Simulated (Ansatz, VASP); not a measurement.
Au in VASP and in Ansatz

Contents of INCAR:

```
SYSTEM = Au
ALGO = Fast
EDIFF = 1E-7
ENCUT = 520
GGA = PS
ISIF = 2
ISMEAR = 0
LASPH = .TRUE.
LCHARG = .TRUE.
LELF = .TRUE.
LREAL = .FALSE.
LVHAR = .TRUE.
LWAVE = .FALSE.
NBANDS = 12
NELM = 100
PREC = Accurate
SIGMA = 0.15
```

Contents of KPOINTS:

```
k-points
0
G
  22 22 22
  0 0 0
```

POSCAR

```
Au
1.0
    0.0000000000      1.9248891971      2.3098670365
    1.9248891971      0.0000000000      2.3098670365
    1.9248891971      1.9248891971      0.0000000000
Au
1
Direct
    0.0000000000      0.0000000000      0.0000000000
```

Input for Ansatz:

```yaml
crystal:
  lattice:
    - [0.0, 1.9248891971, 2.3098670365]
    - [1.9248891971, 0.0, 2.3098670365]
    - [1.9248891971, 1.9248891971, 0.0]
  atoms:
    - { symbol: Au, position: [0.0, 0.0, 0.0] }
basis:
  ecutwfc: 420
kpoints:
  mp_grid: { grid: [22, 22, 22] }
hamiltonian:
  xc: pbesol
scf:
  occupations: { method: gaussian, width: 0.15 }
output:
  forces: true
  stress: true
  eigenvalues: true
```

Alike in both runs: task single point; functional PBEsol; k mesh 22 × 22 × 22; occupations gaussian, width 0.15 eV; no spin polarisation.

```csv
,VASP,Ansatz
version,VASP 6.6.1,Ansatz 0.2.0
potentials or method,"VASP PAW PBE potentials, release 64 (Au), cutoff 520 eV","scalar-relativistic, plane waves, PAW"
valence electrons in the cell,11,19
```

Ansatz gave:

```
gap on the k mesh at the Fermi level (eV)                     : none
pressure (GPa)                                                : 1.7
traceless stress, the component that is largest in VASP (GPa) : -7.94
```

Q: What did VASP give for the same quantities?

A: gap on the k mesh at the Fermi level (eV): none; pressure (GPa): 1.4; traceless stress, the component that is largest in VASP (GPa): -7.90.

VASP's potentials were made for PBE, not for PBEsol. A gap of «none» marks a metal or a gap that the smearing closes. The functional is the same, so the differences come from potentials, cutoffs and numerics. VASP's potentials hold 11 valence electrons a cell and Ansatz's 19, so a difference there can come from the potentials and not from the codes.

Spin-orbit coupling is off throughout.
